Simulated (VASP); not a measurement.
# NaH (Fm-3m) in VASP: relaxation of cell and atoms with r2SCAN

Aim: the relaxation of cell and atoms of NaH with r2SCAN.

All numbers are computed with VASP 6.6.1; they aren't measurements. Logs are shortened: lines on timing, memory, paths and dates and some standing lists are left out, and cuts for length are marked.

## Step 1: The cell of the first run

Symmetry: Fm-3m, No. 225, cubic system. Conventional cell: a = 4.880 Å, b = 4.880 Å, c = 4.880 Å, α = 90.00°, β = 90.00°, γ = 90.00°. Within 3.2 Å of Na (site symmetry m-3m) lie 6 H at 2.44 Å. Within 3.2 Å of H (site symmetry m-3m) lie 6 Na at 2.44 Å.

## Step 2: Relaxation of cell and atoms, r2SCAN

Contents of POSCAR:

```
NaH
1.0
    2.4400000000      2.4400000000      0.0000000000
   -2.4400000000      2.4400000000      0.0000000000
    0.0000000000      2.4400000000      2.4400000000
Na H
1 1
Direct
    0.0000000000      0.0000000000      0.0000000000
    0.5000000000      0.5000000000      0.0000000000
```

Contents of INCAR.step1:

```
PREC     = Accurate       # precision mode
ENCUT    = 600            # plane-wave cutoff, eV
ISMEAR   = -1             # smearing method
SIGMA    = 0.08           # smearing width, eV
LREAL    = F              # projectors in reciprocal space
LASPH    = T              # aspherical terms in the spheres
NELM     = 100            # most SCF steps
GGA      = PE             # functional
ALGO     = Normal         # electronic algorithm
EDIFF    = 1E-4           # SCF threshold, eV
LWAVE    = T              # write WAVECAR
LCHARG   = F              # write CHGCAR
```

Contents of INCAR.step2:

```
PREC     = Accurate       # precision mode
ENCUT    = 600            # plane-wave cutoff, eV
EDIFF    = 1E-6           # SCF threshold, eV
ISMEAR   = -1             # smearing method
SIGMA    = 0.08           # smearing width, eV
LREAL    = F              # projectors in reciprocal space
LASPH    = T              # aspherical terms in the spheres
NELM     = 100            # most SCF steps
ALGO     = Normal         # electronic algorithm
ISIF     = 3              # what is computed and relaxed
LWAVE    = F              # write WAVECAR
LCHARG   = F              # write CHGCAR
METAGGA  = R2SCAN         # meta-GGA
LMIXTAU  = T            
IBRION   = 2              # ionic algorithm
NSW      = 100            # ionic steps
EDIFFG   = -0.002         # ionic threshold
ISTART   = 1
```

Contents of KPOINTS:

```
regular mesh
0
Gamma
  12 12 12
```

Potentials or basis: VASP PAW PBE potentials, release 64 (Na_pv, H).

On the command line:

```
> cat potpaw_PBE.64/Na_pv/POTCAR potpaw_PBE.64/H/POTCAR > POTCAR
> cp INCAR.step1 INCAR
> mpirun -np 1 vasp_std > vasp.out
> cp INCAR.step2 INCAR
> mpirun -np 1 vasp_std > vasp.out
```

OUTCAR:

```text
PREC = Accurate
   ENCUT = 600
   EDIFF = 1E-6
   ISMEAR = -1
   LREAL = F
   LASPH = T
   NELM = 100
   ISIF = 3
   METAGGA = R2SCAN
   IBRION = 2
   NSW = 100
   EDIFFG = -0.002
   ISTART = 1

 ion  position               nearest neighbor table
   1  0.000  0.000  0.000-
   2  0.500  0.500  0.000-

  LATTYP: Found a face centered cubic cell.
 ALAT       =     4.8800000000

  Lattice vectors:

 A1 = (   0.0000000000,   2.4400000000,   2.4400000000)
 A2 = (   2.4400000000,   0.0000000000,   2.4400000000)
 A3 = (   2.4400000000,   2.4400000000,   0.0000000000)

Analysis of symmetry for initial positions (statically):
=====================================================================
 Subroutine PRICEL returns:
 Original cell was already a primitive cell.

 Routine SETGRP: Setting up the symmetry group for a
 face centered cubic supercell.

 Subroutine GETGRP returns: Found 48 space group operations
 (whereof 48 operations were pure point group operations)
 out of a pool of 48 trial point group operations.

The static configuration has the point symmetry O_h .

Analysis of symmetry for dynamics (positions and initial velocities):
=====================================================================
 Subroutine PRICEL returns:
 Original cell was already a primitive cell.

 Routine SETGRP: Setting up the symmetry group for a
 face centered cubic supercell.

 Subroutine GETGRP returns: Found 48 space group operations
 (whereof 48 operations were pure point group operations)
 out of a pool of 48 trial point group operations.

The dynamic configuration has the point symmetry O_h .

 Subroutine INISYM returns: Found 48 space group operations
 (whereof 48 operations are pure point group operations),
 and found     1 'primitive' translations

----------------------------------------------------------------------------------------

                                     Primitive cell

  volume of cell :      29.0536

  direct lattice vectors                    reciprocal lattice vectors
     2.440000000  2.440000000  0.000000000     0.204918033  0.204918033 -0.204918033
    -2.440000000  2.440000000  0.000000000    -0.204918033  0.204918033 -0.204918033
     0.000000000  2.440000000  2.440000000     0.000000000  0.000000000  0.409836066

  length of vectors
     3.450681092  3.450681092  3.450681092     0.354928444  0.354928444  0.409836066

  position of ions in fractional coordinates (direct lattice)
     0.000000000  0.000000000  0.000000000
     0.500000000  0.500000000  0.000000000

  ion indices of the primitive-cell ions
   primitive index   ion index
                 1           1
                 2           2

----------------------------------------------------------------------------------------

 KPOINTS: regular mesh

Automatic generation of k-mesh.
 Grid dimensions read from file:
 generate k-points for:   12   12   12

 Generating k-lattice:

  Cartesian coordinates                     Fractional coordinates (reciprocal lattice)
     0.017076503  0.017076503 -0.017076503     0.083333333  0.000000000  0.000000000
    -0.017076503  0.017076503 -0.017076503     0.000000000  0.083333333  0.000000000
     0.000000000  0.000000000  0.034153005     0.000000000  0.000000000  0.083333333

  Length of vectors
     0.029577370  0.029577370  0.034153005

  Shift w.r.t. Gamma in fractional coordinates (k-lattice)
     0.000000000  0.000000000  0.000000000

 Subroutine IBZKPT returns following result:
 ===========================================

 Found     72 irreducible k-points:

 Following reciprocal coordinates:
            Coordinates               Weight
  0.000000  0.000000  0.000000      1.000000
  0.083333  0.000000  0.000000      8.000000
  0.166667  0.000000  0.000000      8.000000
  0.250000  0.000000  0.000000      8.000000
  0.333333  0.000000  0.000000      8.000000
  0.416667  0.000000  0.000000      8.000000
[... 16 lines left out ...]
  0.500000  0.166667  0.000000     24.000000
 -0.416667  0.166667  0.000000     24.000000
 [... further k-points ...]
   k-points           NKPTS =     72   k-points in BZ     NKDIM =     72   number of bands    NBANDS=      8
   number of dos      NEDOS =    301   number of ions     NIONS =      2
   total plane-waves  NPLWV =  21952
   dimension x,y,z NGX =    28 NGY =   28 NGZ =   28
   dimension x,y,z NGXF=    56 NGYF=   56 NGZF=   56
   ions per type =               1   1
   NGX,Y,Z   is equivalent  to a cutoff of  13.49, 13.49, 13.49 a.u.
   NGXF,Y,Z  is equivalent  to a cutoff of  26.98, 26.98, 26.98 a.u.
 SYSTEM =  unknown system
   PREC   = accura    normal or accurate (medium, high low for compatibility)
   ISTART =      1    job   : 0-new  1-cont  2-samecut
   ICHARG =      0    charge: 1-file 2-atom 10-const
   ISPIN  =      1    spin polarized calculation?
   LNONCOLLINEAR =      F non collinear calculations
   LSORBIT =      F    spin-orbit coupling
   LASPH  =      T    aspherical Exc in radial PAW
   ENCUT  =  600.0 eV  44.10 Ry    6.64 a.u.   6.89  6.89  6.89*2*pi/ulx,y,z
   NELM   =    100;   NELMIN=  2; NELMDL=  0     # of ELM steps
   EDIFF  = 0.1E-05   stopping-criterion for ELM
   LREAL  =      F    real-space projection
   EDIFFG = -.2E-02   stopping-criterion for IOM
   NSW    =    100    number of steps for IOM
   IBRION =      2    ionic relax: 0-MD 1-quasi-New 2-CG
   NFREE  =      1    steps in history (QN), initial steepest desc. (CG)
   ISIF   =      3    stress and relaxation
   ISYM   =      2    0-nonsym 1-usesym 2-fastsym
   POTIM  = 0.5000    time-step for ionic-motion
   TEBEG  =    0.0;   TEEND  =   0.0 temperature during run
   PSTRESS=    0.0 pullay stress
   NELECT =       8.0000    total number of electrons
   NUPDOWN=      -1.0000    fix difference up-down
   EMIN   =  10.00;   EMAX   =-10.00  energy-range for DOS
   EFERMI =   0.00;   METHOD = LEGACY
   ISMEAR =    -1;   SIGMA  =   0.08  broadening in eV -4-tet -1-fermi 0-gaus
   EFERMI_NEDOS =   21; number of points for ismear=-14 and -15
   IALGO  =     38    algorithm
   IMIX   =      4    mixing-type and parameters
     AMIX     =   0.40;   BMIX     =  1.00
     AMIX_MAG =   1.60;   BMIX_MAG =  1.00
  volume/ion in A,a.u.               =      14.53        98.03
  Fermi-wavevector in a.u.,A,eV,Ry     =   1.065054  2.012660 15.433636  1.134340
  Thomas-Fermi vector in A             =   2.200593
   LORBIT       =      0    0 simple, 1 ext, 2 COOP (PROOUT), +10 PAW based schemes
   METAGGA = R2SCAN    functional components
   LHFCALC =     F    Hartree Fock is set to
   AEXX    =    0.0000 exact exchange contribution
   IVDW    =     0    specifies the selected vdW correction
   LEPSILON=     F    determine dielectric tensor
   LRPA    =     F    only Hartree local field effects (RPA)
 conjugate gradient relaxation of ions
 non-spin polarized calculation
  energy-cutoff  :      600.00
  volume of cell :       29.05
 maximum number of plane-waves:       982
   NGX = 13   NGY = 13   NGZ = 13

--------------------------------------- Ionic step        1  -------------------------------------------

 number of electron       8.0000008 magnetization

 Free energy of the ion-electron system (eV)
  ---------------------------------------------------
  ext. energy  EPLUGINS =         0.00000000
  ---------------------------------------------------
  free energy    TOTEN  =        -7.59609079 eV

  energy without entropy =       -7.59609079  energy(sigma->0) =       -7.59609079

------------------------ aborting loop because EDIFF is reached ----------------------------------------

  FORCE on cell =-STRESS in cart. coord.  units (eV):
  Direction    XX          YY          ZZ          XY          YZ          ZX
  --------------------------------------------------------------------------------------
  -------------------------------------------------------------------------------------
  Total       -0.2378267     -0.2378267     -0.2378267      0.0000000     -0.0000000      0.0000000
  in kB      -13.1151034    -13.1151034    -13.1151034      0.0000000     -0.0000000      0.0000000
  external PRESSURE =     -13.1151034 kB  Pullay stress =       0.0000000 kB
[... 165 lines left out ...]
  energy  without entropy=       -7.6046137722  energy(sigma->0) =       -7.60461377

--------------------------------------- Ionic step        6  -------------------------------------------

 number of electron       7.9999992 magnetization

 Free energy of the ion-electron system (eV)
  ---------------------------------------------------
  ext. energy  EPLUGINS =         0.00000000
  ---------------------------------------------------
  free energy    TOTEN  =        -7.60458775 eV

  energy without entropy =       -7.60458775  energy(sigma->0) =       -7.60458775

 E-fermi :   0.2932     XC(G=0):  -8.2670

 val. band max:       -1.3459125337   @ k =   0.5000   0.5000   0.2500
 cond. band min:       3.0864769788   @ k =   0.5000   0.0000   0.0000
 fundamental gap:      4.4323895124
 Fermi energy:         0.2932179918

 k-point     1 :       0.0000    0.0000    0.0000
  band No.  band energies     occupation
      1     -24.1822      2.00000
      2     -24.1821      2.00000
      3     -24.1819      2.00000
      4      -4.9934      2.00000
      5      10.4172      0.00000
      6      15.2709      0.00000
      7      15.2713      0.00000
      8      15.2717      0.00000
[... 243 lines left out ...]
 k-point    24 :      -0.4167    0.1667    0.0000
  band No.  band energies     occupation
      1     -24.2600      2.00000
      2     -24.2027      2.00000
      3     -24.1994      2.00000
      4      -2.6551      2.00000
      5       4.7493      0.00000
      6       8.7019      0.00000
      7      11.6835      0.00000
      8      13.6274      0.00000

 [... further k-points ...]

------------------------ aborting loop because EDIFF is reached ----------------------------------------

  FORCE on cell =-STRESS in cart. coord.  units (eV):
  Direction    XX          YY          ZZ          XY          YZ          ZX
  --------------------------------------------------------------------------------------
  -------------------------------------------------------------------------------------
  Total       -0.0026459     -0.0026459     -0.0026459     -0.0000000     -0.0000000      0.0000000
  in kB       -0.1556000     -0.1556000     -0.1556000     -0.0000000     -0.0000000      0.0000000
  external PRESSURE =      -0.1556000 kB  Pullay stress =       0.0000000 kB
[... 17 lines left out ...]
  FREE ENERGIE OF THE ION-ELECTRON SYSTEM (eV)
  ---------------------------------------------------
  free  energy   TOTEN  =        -7.6045877523 eV

  energy  without entropy=       -7.6045877522  energy(sigma->0) =       -7.60458775

 reached required accuracy - stopping structural energy minimisation
```

It took 7.6 min on 1 thread of Intel Xeon 8259CL, shared host; peak memory 0.17 GiB.

Results:

```
Free energy                           : -7.6046 eV
Relaxed volume                        : 13.62 Å³/atom
Relaxed cell                          : a = 3.377 Å, b = 3.377 Å, c = 3.377 Å, α = 60.00°, β = 60.00°, γ = 90.00°
Space group after relaxing (to 0.1 Å) : Fm-3m (No. 225)
Energy gained by relaxing             : 4.2 meV/atom
Ionic steps                           : 6
Pressure after relaxing               : 0.0 GPa
Band gap on the k mesh                : 4.43 eV (least direct gap 5.28 eV)
```

The path:
```tsv
step	energy change (eV)	largest force (eV/Å)	pressure (GPa)	volume (Å³)
1	0.0000	0.0000	-1.31	29.05
2	-0.0037	0.0000	-0.93	28.56
3	-0.0059	0.0000	-0.64	28.15
4	-0.0084	0.0000	-0.13	27.35
5	-0.0085	0.0000	0.09	27.17
6	-0.0085	0.0000	-0.02	27.24
```

Final structure:
```
CELL_PARAMETERS angstrom
2.38825 2.38825 0.00000
-2.38825 2.38825 0.00000
0.00000 2.38825 2.38825
ATOMIC_POSITIONS crystal
Na 0.00000 0.00000 0.00000
H 0.50000 0.50000 0.00000
```

Levels at points of the mesh, in eV from the valence-band top:
```csv
k point,band 1,band 2,band 3,band 4,band 5,band 6,band 7,band 8
"(0.00, 0.00, 0.00)",-22.84,-22.84,-22.84,-3.65,11.76,16.62,16.62,16.62
"(0.50, 0.00, 0.00)",-22.94,-22.85,-22.85,-0.85,4.43,11.94,14.13,14.13
"(0.50, 0.50, 0.00)",-22.92,-22.87,-22.87,-0.18,5.27,10.84,11.61,11.61
```

Caveat: the PAW data sets were made with another functional, which shifts forces and pressure a little. A k mesh can miss the band edges.
